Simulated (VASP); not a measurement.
# ZrH (Ama2) in VASP: single point with r2SCAN

Aim: the single point of ZrH with r2SCAN.

All numbers are computed with VASP 6.6.1; they aren't measurements. Logs are shortened: lines on timing, memory, paths and dates and some standing lists are left out, and cuts for length are marked.

## 1. The cell of the first run

It takes space group Ama2 (No. 40, orthorhombic). The conventional cell has a = 4.948 Å, b = 4.586 Å, c = 4.586 Å, α = 90.00°, β = 90.00°, γ = 90.00°. Within 2.5 Å of Zr (site symmetry m) lie 4 H at 1.91 to 2.19 Å. H (site symmetry 2) has 4 Zr at 1.91 to 2.19 Å and 2 H at 2.47 Å within 2.5 Å.

## 2. Single point, r2SCAN (all H atoms moved -0.250 Å, as atom 3 along Cartesian [1 1 0])

Input file POSCAR:

```
ZrH
1.0
    3.2427916985      0.0000000000      0.0000000000
    0.0000000000      3.2427916985      0.0000000000
    0.0000000000      0.0000000000      4.9480000000
Zr H
2 2
Direct
    0.0000000000      0.5000000000      0.0000000000
    0.5000000000      0.0000000000      0.5000000000
   -0.0545137375     -0.0545137375      0.7500000000
   -0.0545137375     -0.0545137375      0.2500000000
```

Input file INCAR.step1:

```
PREC = Accurate
ENCUT = 520
ISMEAR = 0
SIGMA = 0.15
LREAL = F
LASPH = T
NELM = 60
NBANDS = 21
GGA = PE
ALGO = Normal
EDIFF = 1E-4
LWAVE = T
LCHARG = F
```

Input file INCAR.step2:

```
PREC = Accurate
ENCUT = 520
EDIFF = 1E-6
ISMEAR = 0
SIGMA = 0.15
LREAL = F
LASPH = T
NELM = 60
ALGO = Normal
ISIF = 2
LWAVE = F
LCHARG = F
METAGGA = R2SCAN
LMIXTAU = T
NBANDS = 21
ISTART = 1
```

Input file KPOINTS:

```
regular mesh
0
Gamma
  14 14 10
```

Potentials or basis: VASP PAW PBE potentials, release 64 (Zr_sv, H).

On the command line:

```
$ cat potpaw_PBE.64/Zr_sv/POTCAR potpaw_PBE.64/H/POTCAR > POTCAR
$ cp INCAR.step1 INCAR
$ mpirun -np 1 vasp_std > vasp.out
$ cp INCAR.step2 INCAR
$ mpirun -np 1 vasp_std > vasp.out
```

OUTCAR:

```text
PREC = Accurate
   ENCUT = 520
   EDIFF = 1E-6
   ISMEAR = 0
   LREAL = F
   LASPH = T
   NELM = 60
   ISIF = 2
   METAGGA = R2SCAN
   ISTART = 1

 ion  position               nearest neighbor table
   1  0.000  0.500  0.000-   3 1.91   4 1.91   3 2.19   4 2.19   2 3.37   2 3.37   2 3.37   2 3.37
                             2 3.37   2 3.37   2 3.37   2 3.37
   2  0.500  0.000  0.500-   3 1.91   4 1.91   3 2.19   4 2.19   1 3.37   1 3.37   1 3.37   1 3.37
                             1 3.37   1 3.37   1 3.37   1 3.37
   3  0.945  0.945  0.750-   1 1.91   2 1.91   2 2.19   1 2.19
   4  0.945  0.945  0.250-   1 1.91   2 1.91   2 2.19   1 2.19

  LATTYP: Found a simple tetragonal cell.
 ALAT       =     3.2427916985
 C/A-ratio  =     1.5258457712

  Lattice vectors:

 A1 = (   3.2427916985,   0.0000000000,   0.0000000000)
 A2 = (   0.0000000000,   3.2427916985,   0.0000000000)
 A3 = (   0.0000000000,   0.0000000000,   4.9480000000)

Analysis of symmetry for initial positions (statically):
=====================================================================
 Subroutine PRICEL returns:
 Original cell was already a primitive cell.

 Routine SETGRP: Setting up the symmetry group for a
 simple tetragonal supercell.

 Subroutine GETGRP returns: Found  4 space group operations
 (whereof  2 operations were pure point group operations)
 out of a pool of 16 trial point group operations.

The static configuration has the point symmetry C_1h.
 The point group associated with its full space group is C_2v.

Analysis of symmetry for dynamics (positions and initial velocities):
=====================================================================
 Subroutine PRICEL returns:
 Original cell was already a primitive cell.

 Routine SETGRP: Setting up the symmetry group for a
 simple tetragonal supercell.

 Subroutine GETGRP returns: Found  4 space group operations
 (whereof  2 operations were pure point group operations)
 out of a pool of 16 trial point group operations.

The dynamic configuration has the point symmetry C_1h.
 The point group associated with its full space group is C_2v.

 Subroutine INISYM returns: Found  4 space group operations
 (whereof  2 operations are pure point group operations),
 and found     1 'primitive' translations

----------------------------------------------------------------------------------------

                                     Primitive cell

  volume of cell :      52.0317

  direct lattice vectors                    reciprocal lattice vectors
     3.242791699  0.000000000  0.000000000     0.308376267  0.000000000  0.000000000
     0.000000000  3.242791699  0.000000000     0.000000000  0.308376267  0.000000000
     0.000000000  0.000000000  4.948000000     0.000000000  0.000000000  0.202101859

  length of vectors
     3.242791699  3.242791699  4.948000000     0.308376267  0.308376267  0.202101859

  position of ions in fractional coordinates (direct lattice)
     0.000000000  0.500000000  0.000000000
     0.500000000  0.000000000  0.500000000
     0.945486262  0.945486262  0.750000000
     0.945486262  0.945486262  0.250000000

  ion indices of the primitive-cell ions
   primitive index   ion index
                 1           1
                 2           2
                 3           3
                 4           4

----------------------------------------------------------------------------------------

 KPOINTS: regular mesh

Automatic generation of k-mesh.
 Grid dimensions read from file:
 generate k-points for:   14   14   10

 Generating k-lattice:

  Cartesian coordinates                     Fractional coordinates (reciprocal lattice)
     0.022026876  0.000000000  0.000000000     0.071428571  0.000000000  0.000000000
     0.000000000  0.022026876  0.000000000     0.000000000  0.071428571  0.000000000
     0.000000000  0.000000000  0.020210186     0.000000000  0.000000000  0.100000000

  Length of vectors
     0.022026876  0.022026876  0.020210186

  Shift w.r.t. Gamma in fractional coordinates (k-lattice)
     0.000000000  0.000000000  0.000000000

 Subroutine IBZKPT returns following result:
 ===========================================

 Found    342 irreducible k-points:

 Following reciprocal coordinates:
            Coordinates               Weight
  0.000000  0.000000  0.000000      1.000000
  0.071429  0.000000  0.000000      4.000000
  0.142857  0.000000  0.000000      4.000000
  0.214286  0.000000  0.000000      4.000000
  0.285714  0.000000  0.000000      4.000000
  0.357143  0.000000  0.000000      4.000000
[... 16 lines left out ...]
 -0.142857  0.142857  0.000000      2.000000
  0.214286  0.142857  0.000000      4.000000
 [... further k-points ...]
   k-points           NKPTS =    342   k-points in BZ     NKDIM =    342   number of bands    NBANDS=     21
   number of dos      NEDOS =    301   number of ions     NIONS =      4
   total plane-waves  NPLWV =  23040
   dimension x,y,z NGX =    24 NGY =   24 NGZ =   40
   dimension x,y,z NGXF=    48 NGYF=   48 NGZF=   80
   ions per type =               2   2
   NGX,Y,Z   is equivalent  to a cutoff of  12.30, 12.30, 13.44 a.u.
   NGXF,Y,Z  is equivalent  to a cutoff of  24.61, 24.61, 26.88 a.u.
 SYSTEM =  unknown system
   PREC   = accura    normal or accurate (medium, high low for compatibility)
   ISTART =      1    job   : 0-new  1-cont  2-samecut
   ICHARG =      0    charge: 1-file 2-atom 10-const
   ISPIN  =      1    spin polarized calculation?
   LNONCOLLINEAR =      F non collinear calculations
   LSORBIT =      F    spin-orbit coupling
   LASPH  =      T    aspherical Exc in radial PAW
   ENCUT  =  520.0 eV  38.22 Ry    6.18 a.u.   6.03  6.03  9.20*2*pi/ulx,y,z
   NELM   =     60;   NELMIN=  2; NELMDL=  0     # of ELM steps
   EDIFF  = 0.1E-05   stopping-criterion for ELM
   LREAL  =      F    real-space projection
   EDIFFG = 0.1E-04   stopping-criterion for IOM
   NSW    =      0    number of steps for IOM
   IBRION =     -1    ionic relax: 0-MD 1-quasi-New 2-CG
   NFREE  =      0    steps in history (QN), initial steepest desc. (CG)
   ISIF   =      2    stress and relaxation
   ISYM   =      2    0-nonsym 1-usesym 2-fastsym
   POTIM  = 0.5000    time-step for ionic-motion
   TEBEG  =    0.0;   TEEND  =   0.0 temperature during run
   PSTRESS=    0.0 pullay stress
   NELECT =      26.0000    total number of electrons
   NUPDOWN=      -1.0000    fix difference up-down
   EMIN   =  10.00;   EMAX   =-10.00  energy-range for DOS
   EFERMI =   0.00;   METHOD = LEGACY
   ISMEAR =     0;   SIGMA  =   0.15  broadening in eV -4-tet -1-fermi 0-gaus
   EFERMI_NEDOS =   21; number of points for ismear=-14 and -15
   IALGO  =     38    algorithm
   IMIX   =      4    mixing-type and parameters
     AMIX     =   0.40;   BMIX     =  1.00
     AMIX_MAG =   1.60;   BMIX_MAG =  1.00
  volume/ion in A,a.u.               =      13.01        87.78
  Fermi-wavevector in a.u.,A,eV,Ry     =   1.299102  2.454947 22.962100  1.687667
  Thomas-Fermi vector in A             =   2.430388
   LORBIT       =      0    0 simple, 1 ext, 2 COOP (PROOUT), +10 PAW based schemes
   METAGGA = R2SCAN    functional components
   LHFCALC =     F    Hartree Fock is set to
   AEXX    =    0.0000 exact exchange contribution
   IVDW    =     0    specifies the selected vdW correction
   LEPSILON=     F    determine dielectric tensor
   LRPA    =     F    only Hartree local field effects (RPA)
 non-spin polarized calculation
 Gauss-broadening in eV      SIGMA  =   0.15
  energy-cutoff  :      520.00
  volume of cell :       52.03
 maximum number of plane-waves:      1426
   NGX = 13   NGY = 13   NGZ = 19

 number of electron      26.0000001 magnetization

 Free energy of the ion-electron system (eV)
  ---------------------------------------------------
  ext. energy  EPLUGINS =         0.00000000
  ---------------------------------------------------
  free energy    TOTEN  =       -54.07692277 eV

  energy without entropy =      -54.05656486  energy(sigma->0) =      -54.06674382

 E-fermi :   8.3035     XC(G=0): -11.8422

 val. band max:        8.3033616858   @ k =   0.3571   0.0000   0.4000
 cond. band min:       8.3106762213   @ k =   0.2143   0.0714   0.1000
 fundamental gap:      0.0073145355
 Fermi energy:         8.3035259206

 k-point     1 :       0.0000    0.0000    0.0000
  band No.  band energies     occupation
      1     -42.3791      2.00000
      2     -42.2630      2.00000
      3     -20.0773      2.00000
      4     -19.5710      2.00000
      5     -19.5531      2.00000
      6     -19.3378      2.00000
[... 13 lines left out ...]
     20      13.2325      0.00000
     21      14.9219      0.00000

 k-point     2 :       0.0714    0.0000    0.0000
  band No.  band energies     occupation
      1     -42.3754      2.00000
      2     -42.2622      2.00000
      3     -20.0652      2.00000
      4     -19.5909      2.00000
      5     -19.5548      2.00000
      6     -19.3436      2.00000
[... 13 lines left out ...]
     20      13.3146      0.00000
     21      15.2805      0.00000

 k-point     3 :       0.1429    0.0000    0.0000
  band No.  band energies     occupation
      1     -42.3649      2.00000
      2     -42.2601      2.00000
      3     -20.0296      2.00000
      4     -19.6611      2.00000
      5     -19.5447      2.00000
      6     -19.4147      2.00000
[... 13 lines left out ...]
     20      13.5137      0.00000
     21      15.4898      0.00000
[... 457 lines left out ...]
 k-point    23 :      -0.1429    0.1429    0.0000
  band No.  band energies     occupation
      1     -42.3512      2.00000
      2     -42.2569      2.00000
      3     -19.9838      2.00000
      4     -19.6820      2.00000
      5     -19.6065      2.00000
      6     -19.4522      2.00000
[... 13 lines left out ...]
     20      13.8027      0.00000
     21      15.9863      0.00000

 k-point    24 :       0.2143    0.1429    0.0000
  band No.  band energies     occupation
      1     -42.3364      2.00000
      2     -42.2537      2.00000
      3     -19.9343      2.00000
      4     -19.7788      2.00000
      5     -19.5977      2.00000
      6     -19.5388      2.00000
[... 13 lines left out ...]
     20      14.0437      0.00000
     21      15.3403      0.00000

 [... further k-points ...]

------------------------ aborting loop because EDIFF is reached ----------------------------------------

  FORCE on cell =-STRESS in cart. coord.  units (eV):
  Direction    XX          YY          ZZ          XY          YZ          ZX
  --------------------------------------------------------------------------------------
  -------------------------------------------------------------------------------------
  Total        0.5969750      0.5969750      1.1909576     -0.5104397      0.0000000      0.0000000
  in kB       18.3822621     18.3822621     36.6723785    -15.7176364      0.0000000      0.0000000
  external PRESSURE =      24.4789676 kB  Pullay stress =       0.0000000 kB

 VOLUME and BASIS-vectors are now :
 -----------------------------------------------------------------------------
  energy-cutoff  :      520.00
  volume of cell :       52.03
      direct lattice vectors                 reciprocal lattice vectors
     3.242791699  0.000000000  0.000000000     0.308376267  0.000000000  0.000000000
     0.000000000  3.242791699  0.000000000     0.000000000  0.308376267  0.000000000
     0.000000000  0.000000000  4.948000000     0.000000000  0.000000000  0.202101859

 POSITION                                       TOTAL-FORCE (eV/Angst)
 -----------------------------------------------------------------------------------
      0.00000      1.62140      0.00000        -0.360162     -1.395823      0.000000
      1.62140      0.00000      2.47400        -1.395823     -0.360162      0.000000
      3.06602      3.06602      3.71100         0.877992      0.877992      0.000000
      3.06602      3.06602      1.23700         0.877992      0.877992      0.000000
 -----------------------------------------------------------------------------------
    total drift:                                0.000022      0.000022      0.000000

  FREE ENERGIE OF THE ION-ELECTRON SYSTEM (eV)
  ---------------------------------------------------
  free  energy   TOTEN  =       -54.0769227744 eV

  energy  without entropy=      -54.0565648626  energy(sigma->0) =      -54.06674382
```

It took 9.5 min on 1 thread of Intel Xeon 8259CL, shared host; peak memory 0.42 GiB.

What came out:

| Property | Result |
| --- | --- |
| Free energy | -54.0769 eV |
| Pressure | 2.4 GPa |
| Largest force | 1.442 eV/Å |
| Band gap on the k mesh | zero (bands 13 and 14 overlap by 1.20 eV) |

Forces in eV/Å, atoms in the order of the input:
```
Zr  -0.360 -1.396  0.000
Zr  -1.396 -0.360  0.000
H    0.878  0.878  0.000
H    0.878  0.878  0.000
```

Stress tensor (GPa, compression positive):
```
 1.84 -1.57  0.00
-1.57  1.84  0.00
 0.00  0.00  3.67
```

Caveat: the cell differs from its parent crystal (all H atoms moved -0.250 Å, as atom 3 along Cartesian [1 1 0]); the PAW data sets were made with another functional, which shifts forces and pressure a little.
